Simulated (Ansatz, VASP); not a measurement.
# C in VASP and in Ansatz

INCAR

```
SYSTEM = C
PREC = Accurate ; ENCUT = 600
EDIFF = 1E-6 ; ISMEAR = -1
SIGMA = 0.1 ; LREAL = .FALSE.
LASPH = .TRUE. ; NELM = 80
ALGO = Normal ; ISIF = 3
LWAVE = .FALSE. ; LCHARG = .FALSE.
GGA = PE ; IBRION = 2
NSW = 50 ; EDIFFG = -0.01
```

The input KPOINTS:

```
Automatic mesh
0
G
  10 10 3
  0 0 0
```

POSCAR

```
C
1.0
    2.5221000000      0.0000000000      0.0000000000
   -1.2610500000      2.1842000000      0.0000000000
    0.0000000000      0.0000000000      8.2371000000
C
8
Direct
    0.0000000000      0.0000000000      0.0937500000
    0.0000000000      0.0000000000      0.5937500000
    0.0000000000      0.0000000000      0.4062500000
    0.0000000000      0.0000000000      0.9062500000
    0.3333333333      0.6666666667      0.1562500000
    0.6666666667      0.3333333333      0.6562500000
    0.3333333333      0.6666666667      0.3437500000
    0.6666666667      0.3333333333      0.8437500000
```

Input for Ansatz:

```yaml
crystal:
  lattice:
    - [2.5221, 0.0, 0.0]
    - [-1.26105, 2.1842, 0.0]
    - [0.0, 0.0, 8.2371]
  atoms:
    - { symbol: C, position: [0.0, 0.0, 0.09375] }
    - { symbol: C, position: [0.0, 0.0, 0.59375] }
    - { symbol: C, position: [0.0, 0.0, 0.40625] }
    - { symbol: C, position: [0.0, 0.0, 0.90625] }
    - { symbol: C, position: [0.3333333333333333, 0.6666666666666666, 0.15625] }
    - { symbol: C, position: [0.6666666666666666, 0.3333333333333333, 0.65625] }
    - { symbol: C, position: [0.3333333333333333, 0.6666666666666666, 0.34375] }
    - { symbol: C, position: [0.6666666666666666, 0.3333333333333333, 0.84375] }
basis:
  ecutwfc: 476.19925930478996
kpoints:
  mp_grid:
    grid: [10, 10, 3]
hamiltonian:
  xc: pbe
scf:
  convergence:
    dr2_threshold: 1.0e-08
  occupations:
    method: fermi_dirac
    width: 0.1
relax:
  f_tol: 0.01
  max_steps: 30
  cell: {}
output:
  write_density: true
  volumetric_format: npy
  elf: true
```

Alike in both runs: task relaxation of cell and atoms; functional PBE; k mesh 10 × 10 × 3; occupations fermi-dirac, width 0.1 eV; no spin polarisation.

```csv
,VASP,Ansatz
version,VASP 6.6.1,Ansatz 0.2.0
potentials or method,"VASP PAW PBE potentials, release 64 (C), cutoff 600 eV","plane waves, PAW"
valence electrons in the cell,32,32
```

Ansatz gave:

- gap on the k mesh at the Fermi level, each at its own relaxed structure (eV): 4.54
- relaxed volume (Å³/atom): 5.70
- relaxed cell length with the largest relative difference (Å): 8.305

Question: Estimate VASP's values.

Answer: gap on the k mesh at the Fermi level, each at its own relaxed structure (eV): 4.53; relaxed volume (Å³/atom): 5.70; relaxed cell length with the largest relative difference (Å): 8.304.

Ansatz's warnings: stress scf threshold loose.
